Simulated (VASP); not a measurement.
Te:

```
CELL_PARAMETERS angstrom
3.06000 0.00000 0.00000
0.00000 3.06000 0.00000
0.00000 0.00000 3.06000
ATOMIC_POSITIONS crystal
Te 0.00000 0.00000 0.00000
```

* Program: VASP 6.6.1
* Task: relaxation of cell and atoms
* Functional: LDA
* Potentials or basis: VASP PAW LDA potentials, release 64 (Te)
* Cutoff: 600 eV
* k mesh: 7 × 7 × 7
* Occupations: gaussian, width 0.05 eV
* Spin: no spin polarisation

At the start: pressure 4.8 GPa; volume 28.65 Å³/atom.

Q: Where does the relaxation end?

A: Over 3 steps the energy falls by 27.0 meV/atom and the volume is 30.59 Å³/atom (+6.8 %); space group Pm-3m (No. 221, to 0.05 Å).

Step by step:
| step | energy change (eV) | largest force (eV/Å) | pressure (GPa) | volume (Å³) |
| --- | --- | --- | --- | --- |
| 1 | 0.0000 | 0.0000 | 4.78 | 28.65 |
| 2 | -0.0091 | 0.0000 | -3.07 | 32.35 |
| 3 | -0.0270 | 0.0000 | -0.02 | 30.59 |

Final structure:
```
Te
1.0
     3.12762    0.00000    0.00000
     0.00000    3.12762    0.00000
     0.00000    0.00000    3.12762
Te
1
Direct
  0.00000 0.00000 0.00000
```
